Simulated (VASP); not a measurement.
# SmO2 (P-3m1) in VASP: relaxation of cell and atoms with PBE

Aim: the relaxation of cell and atoms of SmO2 with PBE.

All numbers are computed with VASP 6.6.1; they aren't measurements. Logs are shortened: lines on timing, memory, paths and dates and some standing lists are left out, and cuts for length are marked.

## Step 1: The cell of the first run

Symmetry: P-3m1, No. 164, trigonal system. Conventional cell: a = 3.686 Å, b = 3.686 Å, c = 4.235 Å, α = 90.00°, β = 90.00°, γ = 120.00°. Sm (site symmetry -3m) has 6 O at 2.34 Å within 3.1 Å. O (site symmetry 3m) has 3 Sm at 2.34 Å and 6 O at 2.88 to 3.13 Å within 3.2 Å.

The cell was generated, and may not be a known phase.

## Step 2: Relaxation of cell and atoms, PBE

INCAR

```
SYSTEM = SmO2
PREC = Accurate
ENCUT = 600
EDIFF = 1E-7
ISMEAR = 0
SIGMA = 0.1
LREAL = .FALSE.
LASPH = .TRUE.
NELM = 200
ALGO = Normal
ISIF = 3
LWAVE = .FALSE.
LCHARG = .FALSE.
GGA = PE
IBRION = 2
NSW = 100
EDIFFG = -0.01
GGA_COMPAT = .FALSE.
NELMIN = 4
LMAXMIX = 6
```

KPOINTS

```
Automatic mesh
0
G
  12 12 12
  0 0 0
```

POSCAR

```
SmO2
1.0
    3.6857764380      0.0000000000      0.0000000000
   -1.8428882190      3.1919760279      0.0000000000
    0.0000000000      0.0000000000      4.2350872911
Sm O
1 2
Direct
    0.0000000000      0.0000000000      0.0000000000
    0.6666666667      0.3333333333      0.2295723596
    0.3333333333      0.6666666667      0.7704276404
```

Potentials or basis: VASP PAW PBE potentials, release 64 (Sm_3, O), 4f in core.

Launch:

```bash
> cat potpaw_PBE.64/Sm_3/POTCAR potpaw_PBE.64/O/POTCAR > POTCAR
> mpirun -np 1 vasp_std > vasp.out
```

OUTCAR:

```text
SYSTEM = SmO2
   PREC = Accurate
   ENCUT = 600
   EDIFF = 1E-7
   ISMEAR = 0
   LREAL = .FALSE.
   LASPH = .TRUE.
   NELM = 200
   ISIF = 3
   GGA = PE
   IBRION = 2
   NSW = 100
   EDIFFG = -0.01
   NELMIN = 4

 ion  position               nearest neighbor table
   1  0.000  0.000  0.000-   2 2.34   3 2.34   3 2.34   2 2.34   2 2.34   3 2.34
   2  0.667  0.333  0.230-   1 2.34   1 2.34   1 2.34
   3  0.333  0.667  0.770-   1 2.34   1 2.34   1 2.34

  LATTYP: Found a hexagonal cell.
 ALAT       =     3.6857764380
 C/A-ratio  =     1.1490353152

  Lattice vectors:

 A1 = (   3.6857764380,   0.0000000000,   0.0000000000)
 A2 = (  -1.8428882190,   3.1919760279,   0.0000000000)
 A3 = (   0.0000000000,   0.0000000000,   4.2350872911)

Analysis of symmetry for initial positions (statically):
=====================================================================
 Subroutine PRICEL returns:
 Original cell was already a primitive cell.

 Routine SETGRP: Setting up the symmetry group for a
 hexagonal supercell.

 Subroutine GETGRP returns: Found 12 space group operations
 (whereof 12 operations were pure point group operations)
 out of a pool of 24 trial point group operations.

The static configuration has the point symmetry D_3d.

Analysis of symmetry for dynamics (positions and initial velocities):
=====================================================================
 Subroutine PRICEL returns:
 Original cell was already a primitive cell.

 Routine SETGRP: Setting up the symmetry group for a
 hexagonal supercell.

 Subroutine GETGRP returns: Found 12 space group operations
 (whereof 12 operations were pure point group operations)
 out of a pool of 24 trial point group operations.

The dynamic configuration has the point symmetry D_3d.

 Subroutine INISYM returns: Found 12 space group operations
 (whereof 12 operations are pure point group operations),
 and found     1 'primitive' translations

----------------------------------------------------------------------------------------

                                     Primitive cell

  volume of cell :      49.8254

  direct lattice vectors                    reciprocal lattice vectors
     3.685776438  0.000000000  0.000000000     0.271313254  0.156642780  0.000000000
    -1.842888219  3.191976028  0.000000000     0.000000000  0.313285561  0.000000000
     0.000000000  0.000000000  4.235087291     0.000000000  0.000000000  0.236122642

  length of vectors
     3.685776438  3.685776438  4.235087291     0.313285561  0.313285561  0.236122642

  position of ions in fractional coordinates (direct lattice)
     0.000000000  0.000000000  0.000000000
     0.666666667  0.333333333  0.229572360
     0.333333333  0.666666667  0.770427640

  ion indices of the primitive-cell ions
   primitive index   ion index
                 1           1
                 2           2
                 3           3

----------------------------------------------------------------------------------------

 KPOINTS: Automatic mesh

Automatic generation of k-mesh.
 Grid dimensions read from file:
 generate k-points for:   12   12   12

 Generating k-lattice:

  Cartesian coordinates                     Fractional coordinates (reciprocal lattice)
     0.022609438  0.013053565  0.000000000     0.083333333  0.000000000  0.000000000
     0.000000000  0.026107130  0.000000000     0.000000000  0.083333333  0.000000000
     0.000000000  0.000000000  0.019676887     0.000000000  0.000000000  0.083333333

  Length of vectors
     0.026107130  0.026107130  0.019676887

  Shift w.r.t. Gamma in fractional coordinates (k-lattice)
     0.000000000  0.000000000  0.000000000

 Subroutine IBZKPT returns following result:
 ===========================================

 Found    193 irreducible k-points:

 Following reciprocal coordinates:
            Coordinates               Weight
  0.000000  0.000000  0.000000      1.000000
  0.083333  0.000000  0.000000      6.000000
  0.166667 -0.000000  0.000000      6.000000
  0.250000  0.000000  0.000000      6.000000
  0.333333 -0.000000  0.000000      6.000000
  0.416667 -0.000000  0.000000      6.000000
[... 16 lines left out ...]
  0.166667 -0.000000  0.083333      6.000000
  0.000000  0.166667  0.083333      6.000000
 [... further k-points ...]
   k-points           NKPTS =    193   k-points in BZ     NKDIM =    193   number of bands    NBANDS=     15
   number of dos      NEDOS =    301   number of ions     NIONS =      3
   total plane-waves  NPLWV =  32400
   dimension x,y,z NGX =    30 NGY =   30 NGZ =   36
   dimension x,y,z NGXF=    60 NGYF=   60 NGZF=   72
   ions per type =               1   2
   NGX,Y,Z   is equivalent  to a cutoff of  13.53, 13.53, 14.13 a.u.
   NGXF,Y,Z  is equivalent  to a cutoff of  27.06, 27.06, 28.26 a.u.
 SYSTEM =  SmO2
   PREC   = accura    normal or accurate (medium, high low for compatibility)
   ISTART =      0    job   : 0-new  1-cont  2-samecut
   ICHARG =      2    charge: 1-file 2-atom 10-const
   ISPIN  =      1    spin polarized calculation?
   LNONCOLLINEAR =      F non collinear calculations
   LSORBIT =      F    spin-orbit coupling
   LASPH  =      T    aspherical Exc in radial PAW
   ENCUT  =  600.0 eV  44.10 Ry    6.64 a.u.   7.36  7.36  8.46*2*pi/ulx,y,z
   NELM   =    200;   NELMIN=  4; NELMDL= -5     # of ELM steps
   EDIFF  = 0.1E-06   stopping-criterion for ELM
   LREAL  =      F    real-space projection
   EDIFFG = -.1E-01   stopping-criterion for IOM
   NSW    =    100    number of steps for IOM
   IBRION =      2    ionic relax: 0-MD 1-quasi-New 2-CG
   NFREE  =      1    steps in history (QN), initial steepest desc. (CG)
   ISIF   =      3    stress and relaxation
   ISYM   =      2    0-nonsym 1-usesym 2-fastsym
   POTIM  = 0.5000    time-step for ionic-motion
   TEBEG  =    0.0;   TEEND  =   0.0 temperature during run
   PSTRESS=    0.0 pullay stress
   NELECT =      23.0000    total number of electrons
   NUPDOWN=      -1.0000    fix difference up-down
   EMIN   =  10.00;   EMAX   =-10.00  energy-range for DOS
   EFERMI =   0.00;   METHOD = LEGACY
   ISMEAR =     0;   SIGMA  =   0.10  broadening in eV -4-tet -1-fermi 0-gaus
   EFERMI_NEDOS =   21; number of points for ismear=-14 and -15
   IALGO  =     38    algorithm
   IMIX   =      4    mixing-type and parameters
     AMIX     =   0.40;   BMIX     =  1.00
     AMIX_MAG =   1.60;   BMIX_MAG =  1.00
  volume/ion in A,a.u.               =      16.61       112.08
  Fermi-wavevector in a.u.,A,eV,Ry     =   1.265223  2.390925 21.780064  1.600790
  Thomas-Fermi vector in A             =   2.398487
   LORBIT       =      0    0 simple, 1 ext, 2 COOP (PROOUT), +10 PAW based schemes
   GGA     = PE    functional components
   LHFCALC =     F    Hartree Fock is set to
   AEXX    =    0.0000 exact exchange contribution
   IVDW    =     0    specifies the selected vdW correction
   LEPSILON=     F    determine dielectric tensor
   LRPA    =     F    only Hartree local field effects (RPA)
 conjugate gradient relaxation of ions
 non-spin polarized calculation
 Gauss-broadening in eV      SIGMA  =   0.10
  energy-cutoff  :      600.00
  volume of cell :       49.83
 maximum number of plane-waves:      1696
 NGX is ok and might be reduce to    30
   NGX = 15   NGY = 15   NGZ = 17

--------------------------------------- Ionic step        1  -------------------------------------------

 number of electron      22.9999992 magnetization

 Free energy of the ion-electron system (eV)
  ---------------------------------------------------
  ext. energy  EPLUGINS =         0.00000000
  ---------------------------------------------------
  free energy    TOTEN  =       -21.43208606 eV

  energy without entropy =      -21.40382136  energy(sigma->0) =      -21.41795371

------------------------ aborting loop because EDIFF is reached ----------------------------------------

  FORCE on cell =-STRESS in cart. coord.  units (eV):
  Direction    XX          YY          ZZ          XY          YZ          ZX
  --------------------------------------------------------------------------------------
  -------------------------------------------------------------------------------------
  Total        0.3084694      0.3084694      0.0583835      0.0000000      0.0000000      0.0000000
  in kB        9.9190881      9.9190881      1.8773709      0.0000000      0.0000000      0.0000000
  external PRESSURE =       7.2385157 kB  Pullay stress =       0.0000000 kB
[... 281 lines left out ...]
  energy  without entropy=      -21.4054490730  energy(sigma->0) =      -21.41932888

--------------------------------------- Ionic step        9  -------------------------------------------

 number of electron      23.0000000 magnetization

 Free energy of the ion-electron system (eV)
  ---------------------------------------------------
  ext. energy  EPLUGINS =         0.00000000
  ---------------------------------------------------
  free energy    TOTEN  =       -21.43319846 eV

  energy without entropy =      -21.40572401  energy(sigma->0) =      -21.41946124

 E-fermi :   0.1767     XC(G=0):  -9.8128

 val. band max:        0.1709306323   @ k =   0.5000   0.0000   0.2500
 cond. band min:       0.1769623690   @ k =   0.3333   0.2500   0.0000
 fundamental gap:      0.0060317367
 Fermi energy:         0.1767415102

 k-point     1 :       0.0000    0.0000    0.0000
  band No.  band energies     occupation
      1     -37.9923      2.00000
      2     -18.1352      2.00000
      3     -17.1357      2.00000
      4     -17.1357      2.00000
      5     -15.8171      2.00000
      6     -14.1084      2.00000
      7      -2.4092      2.00000
      8      -2.4092      2.00000
      9      -2.3565      2.00000
     10       0.2046      0.69343
     11       0.2046      0.69343
     12       0.4260      0.00042
     13       5.1101      0.00000
     14       6.7524      0.00000
     15       6.7524      0.00000
[... 397 lines left out ...]
 k-point    24 :       0.0000    0.1667    0.0833
  band No.  band energies     occupation
      1     -37.9743      2.00000
      2     -18.0699      2.00000
      3     -17.8290      2.00000
      4     -17.1867      2.00000
      5     -15.0372      2.00000
      6     -14.3663      2.00000
      7      -2.0807      2.00000
      8      -2.0423      2.00000
      9      -1.9764      2.00000
     10      -0.4566      2.00000
     11      -0.0536      1.99888
     12       0.2929      0.10040
     13       5.4723      0.00000
     14       6.4069      0.00000
     15       7.0968      0.00000

 [... further k-points ...]

------------------------ aborting loop because EDIFF is reached ----------------------------------------

  FORCE on cell =-STRESS in cart. coord.  units (eV):
  Direction    XX          YY          ZZ          XY          YZ          ZX
  --------------------------------------------------------------------------------------
  -------------------------------------------------------------------------------------
  Total       -0.0013332     -0.0013332      0.0232462      0.0000000     -0.0000000      0.0000000
  in kB       -0.0431909     -0.0431909      0.7530948      0.0000000     -0.0000000      0.0000000
  external PRESSURE =       0.2222377 kB  Pullay stress =       0.0000000 kB
[... 18 lines left out ...]
  FREE ENERGIE OF THE ION-ELECTRON SYSTEM (eV)
  ---------------------------------------------------
  free  energy   TOTEN  =       -21.4331984614 eV

  energy  without entropy=      -21.4057240111  energy(sigma->0) =      -21.41946124

 reached required accuracy - stopping structural energy minimisation
```

It took 7.5 min on 1 thread of AMD EPYC 9R45 (Zen 5), shared host; peak memory 0.29 GiB.

What came out:

| Quantity | Value |
| --- | --- |
| Free energy | -21.4332 eV |
| Relaxed volume | 16.49 Å³/atom |
| Relaxed cell | a = 3.695 Å, b = 3.695 Å, c = 4.183 Å, α = 90.00°, β = 90.00°, γ = 120.00° |
| Space group after relaxing (to 0.1 Å) | P-3m1 (No. 164) |
| Energy gained by relaxing | 0.4 meV/atom |
| Ionic steps | 9 |
| Pressure after relaxing | 0.0 GPa |
| Band gap on the k mesh | zero (an odd number of electrons rules out a gap without spin polarisation) |

Forces in eV/Å, atoms in the order of the input:
```
Sm   0.000  0.000  0.000
O    0.000  0.000 -0.002
O    0.000  0.000  0.002
```

The path:
```csv
step,energy change (eV),largest force (eV/Å),pressure (GPa),volume (Å³)
1,0.0000,0.0608,0.72,49.83
2,0.0000,0.0465,-0.81,50.37
3,-0.0009,0.0069,-0.05,50.10
4,-0.0009,0.0086,-0.05,50.07
5,-0.0010,0.0139,-0.04,49.98
6,-0.0010,0.0245,-0.01,49.80
7,-0.0011,0.0218,-0.01,49.77
8,-0.0011,0.0139,0.00,49.66
9,-0.0011,0.0023,0.02,49.46
```

Final structure:
```
Sm O
1.0
     3.69486    0.00000    0.00000
    -1.84743    3.19984    0.00000
     0.00000    0.00000    4.18298
Sm O
1 2
Direct
  0.00000 0.00000 0.00000
  0.66667 0.33333 0.23299
  0.33333 0.66667 0.76701
```

Caveat: spin-orbit coupling is left out, which moves the levels of the heavy elements; the 4f electrons are frozen in the core, so they carry no moment and show no levels; an odd number of electrons without spin polarisation forces a metal; a magnetic or distorted state may lie lower; the run has no spin polarisation, though such a crystal can be magnetic. With open d or f shells a metallic result of PBE can be an artefact of self-interaction; +U or a hybrid may open a gap.
